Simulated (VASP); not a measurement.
Sr: single point with r2SCAN

Crystal: Sr.

```
CELL_PARAMETERS angstrom
4.48240 0.00000 0.00000
-2.24120 3.88187 0.00000
0.00000 0.00000 6.48600
ATOMIC_POSITIONS crystal
Sr 0.33333 0.66667 0.25000
Sr 0.66667 0.33333 0.75000
```

This cell differs from its parent crystal: strain +0.040 along x and y, -0.080 along z.

```json
{
 "Program": "VASP 6.6.1",
 "Task": "single point",
 "Functional": "r2SCAN",
 "Potentials or basis": "VASP PAW PBE potentials, release 64 (Sr_sv)",
 "Cutoff": "520 eV",
 "k mesh": "12 × 12 × 8",
 "Occupations": "gaussian, width 0.15 eV",
 "Spin": "no spin polarisation",
 "Dipole correction": "no",
 "Further INCAR settings": "ALGO = Normal; EDIFF = 1e-07; NBANDS = 17"
}
```

```yaml
Pressure: 0.3 GPa
Band_gap_on_the_k_mesh: zero (bands 10 and 11 overlap by 0.47 eV)
```

Stress tensor (GPa, compression positive):
```
-0.50  0.00  0.00
 0.00 -0.50  0.00
 0.00  0.00  1.85
```

Levels at points of the mesh, in eV from the Fermi level:
```csv
k point,band 7,band 8,band 9,band 10,band 11,band 12,band 13,band 14
"(0.00, 0.00, 0.00)",-19.37,-19.37,-3.83,-0.80,0.47,2.36,2.36,2.98
"(0.50, 0.00, 0.00)",-19.43,-19.37,-1.31,-0.80,0.20,0.28,1.71,2.08
"(0.00, 0.00, 0.50)",-19.39,-19.39,-2.67,-2.67,1.86,1.86,2.26,2.26
"(0.50, 0.00, 0.50)",-19.40,-19.40,-0.79,-0.79,0.10,0.10,1.69,1.69
```

Run time: 13 min on 1 thread of Intel Xeon 8259CL (shared host), peak memory 0.36 GiB.

Caveat: the cell differs from its parent crystal (strain +0.040 along x and y, -0.080 along z); the PAW data sets were made with another functional, which shifts forces and pressure a little.
